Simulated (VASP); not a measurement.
The system is Mn3Sb.

```
Mn Sb
1.0
     0.00000    2.99412    2.99412
     2.99412    0.00000    2.99412
     2.99412    2.99412    0.00000
Mn Sb
3 1
Direct
  0.75000 0.75000 0.75000
  0.25000 0.25000 0.25000
  0.00000 0.00000 0.00000
  0.50000 0.50000 0.50000
```

* Program: VASP 6.6.1
* Task: relaxation of cell and atoms
* Functional: PBEsol
* Potentials or basis: VASP PAW PBE potentials, release 64 (Mn_pv, Sb)
* Cutoff: 600 eV
* k mesh: 6 × 6 × 6
* Occupations: gaussian, width 0.1 eV
* Spin: collinear spin, ferrimagnetic start
* Starting moments: [-0.51, -0.51, 3.11, 0.0] μB

At the start: pressure -8.5 GPa; volume 13.42 Å³/atom.

Problem. How do energy, volume and symmetry change on relaxing?

Solution. Over 3 steps the energy falls by 17.4 meV/atom and the volume is 12.80 Å³/atom (-4.6 %); space group Fm-3m (No. 225, to 0.1 Å) before and after; moment 2.02 μB per cell.

The path:
```csv
step,energy change (eV),largest force (eV/Å),pressure (GPa),volume (Å³)
1,0.0000,0.0000,-8.47,53.68
2,0.0411,0.0000,13.33,48.36
3,-0.0697,0.0000,-0.12,51.21
```

Final structure:
```
CELL_PARAMETERS angstrom
0.00000 2.94745 2.94745
2.94745 0.00000 2.94745
2.94745 2.94745 0.00000
ATOMIC_POSITIONS crystal
Mn 0.75000 0.75000 0.75000
Mn 0.25000 0.25000 0.25000
Mn 0.00000 0.00000 0.00000
Sb 0.50000 0.50000 0.50000
```

Caveat: the PAW data sets were made with another functional, which shifts forces and pressure a little.
